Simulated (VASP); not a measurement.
## SrRe: single point with PBE

SrRe:

```xyz
2
Lattice="2.9712 0.0000 0.0000 -1.4856 2.5731 0.0000 0.0000 0.0000 5.5116" Properties=species:S:1:pos:R:3 pbc="T T T"
Sr    0.0000    1.7154    2.7558
Re    0.0000    0.0000    0.0000
```

The cell was generated, and may not be a known phase.

```yaml
Program: VASP 6.6.1
Task: single point
Functional: PBE
Potentials_or_basis: VASP PAW PBE potentials, release 64 (Sr_sv, Re_sv_GW)
Cutoff: 560 eV
k_mesh: 24 × 24 × 10
Occupations: gaussian, width 0.1 eV
Spin: no spin polarisation
Dipole_correction: no
Further_INCAR_settings: ALGO = Normal; EDIFF = 1e-06; NBANDS = 20
```

- Pressure: 0.0 GPa
- Band gap on the k mesh: zero (an odd number of electrons rules out a gap without spin polarisation)

Stress tensor (GPa, compression positive):
```
-0.04  0.00  0.00
 0.00 -0.04  0.00
 0.00  0.00  0.07
```

Levels at points of the mesh, in eV from the Fermi level:
| k point | band 9 | band 10 | band 11 | band 12 | band 13 | band 14 | band 15 | band 16 | band 17 | band 18 |
| --- | --- | --- | --- | --- | --- | --- | --- | --- | --- | --- |
| (0.00, 0.00, 0.00) | -6.81 | -3.04 | -0.75 | -0.75 | 0.21 | 1.14 | 1.22 | 1.22 | 3.69 | 3.69 |
| (0.50, 0.00, 0.00) | -3.96 | -2.86 | -2.11 | 0.06 | 0.22 | 0.28 | 0.94 | 3.08 | 5.85 | 7.28 |
| (0.00, 0.00, 0.50) | -6.00 | -2.57 | -1.52 | -0.77 | -0.77 | 0.56 | 1.12 | 1.12 | 3.98 | 3.98 |
| (0.50, 0.00, 0.50) | -4.13 | -3.11 | -2.28 | -0.87 | 0.52 | 1.07 | 3.07 | 4.03 | 4.19 | 5.89 |

Run time: 3.1 min on 1 thread of Intel(R) Xeon(R) Platinum 8488C (Sapphire Rapids) (shared host), peak memory 0.5 GiB.

Caveat: spin-orbit coupling is left out, which moves the levels of the heavy elements.
